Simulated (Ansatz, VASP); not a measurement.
**One calculation of BN, two programs**

```
CELL_PARAMETERS angstrom
2.42325 0.00000 0.00000
-1.21163 2.24980 0.01587
0.00000 0.04884 6.58664
ATOMIC_POSITIONS crystal
B 0.99990 0.99981 0.49662
B 0.33252 0.66505 0.00037
N 0.00320 0.00640 0.00687
N 0.66437 0.32874 0.49614
```

Alike in both runs: task single point; functional PBE; k mesh 12 × 12 × 4; occupations gaussian, width 0.02 eV; no spin polarisation.

|  | VASP | Ansatz |
| --- | --- | --- |
| version | VASP 6.6.1 | Ansatz 0.2.0 |
| potentials or method | VASP PAW PBE potentials, release 64 (B, N), cutoff 520 eV | scalar-relativistic, plane waves, PAW |
| valence electrons in the cell | 16 | 16 |

```csv
,VASP,Ansatz,Ansatz less VASP
gap on the k mesh at the Fermi level (eV),4.05,4.06,+0.006
least direct gap on the mesh (eV),4.44,4.44,+0.003
pressure (GPa),2.8,2.7,-0.07
"traceless stress, the component that is largest in VASP (GPa)",-25.69,-25.70,-0.016
rms of the force components (eV/Å),0.497,0.496,-0.0011
```

Atom by atom the forces differ by 0.002 eV/Å (rms over components). The functional is the same, so the differences come from potentials, cutoffs and numerics.
